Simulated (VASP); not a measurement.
Here is a VASP 6.6.1 calculation.

File INCAR:

```
ALGO = Normal
EDIFF = 1E-6
ENCUT = 520
GGA = PE
ISIF = 2
ISMEAR = -1
LASPH = T
LCHARG = F
LREAL = Auto
LWAVE = F
NBANDS = 38
NELM = 60
PREC = Accurate
SIGMA = 0.16
```

Contents of KPOINTS:

```
k-points
0
Gamma
  3 3 3
```

POSCAR

```
Li
1.0
    7.0944470000      0.0000000000      0.0000000000
    0.0000000000      7.0944470000      0.0000000000
    0.0000000000      0.0000000000      7.0944470000
Li
16
Direct
    0.0854612065      0.0768347413     -0.1119749009
    0.4908768788     -0.0706608986     -0.0887595608
   -0.0305309209      0.4562441583     -0.0441612997
   -0.0379451704     -0.0508143905      0.4680844046
    0.1625778584      0.2363115828      0.2532121249
    0.4551447068      0.4107719742      0.0323351489
    0.5110193931     -0.0295583292      0.4553984264
    0.7560702053      0.0872231479      0.2367344488
   -0.0822192343      0.4363835546      0.5351932293
    0.1760672819      0.7663035611      0.2041173893
    0.2448534748      0.1880061970      0.7027750013
    0.4539888733      0.5340233002      0.6112386209
    0.7071869027      0.7372667665      0.2896631690
    0.7323192350      0.2330132285      0.7864319798
    0.1834392448      0.6897648259      0.7591853178
    0.8069550735      0.7827530462      0.7380702118
```

Potentials or basis: VASP PAW PBE potentials, release 64 (Li_sv).

The run is started by

```console
$ cat potpaw_PBE.64/Li_sv/POTCAR > POTCAR
$ mpirun -np 1 vasp_std > vasp.out
```

Predict the band gap on the k mesh.

zero (band 24 reaches 0.48 eV, above the bottom of band 25 at 0.18 eV).

Predict the largest force.

1.913 eV/Å.

Forces on the atoms (eV/Å):
```
Li  -1.066 -0.883  1.320
Li  -0.143 -0.072  0.362
Li  -0.041  0.153  0.448
Li   0.584  0.164  0.585
Li   0.239  0.027  0.114
Li   0.024  0.125  0.011
Li  -0.769  0.224  0.645
Li   0.077  0.987 -0.884
Li   0.161  0.048 -0.355
Li   0.161 -0.126 -0.032
Li   0.907  0.826 -1.227
Li   0.469 -0.188 -0.416
Li   0.095 -1.086 -0.509
Li  -0.322 -0.325 -0.263
Li  -0.011  0.272 -0.053
Li  -0.367 -0.147  0.257
```

Caveat: forces of over 1 eV/Å act on the atoms, so gaps and moduli don't describe the material at rest.
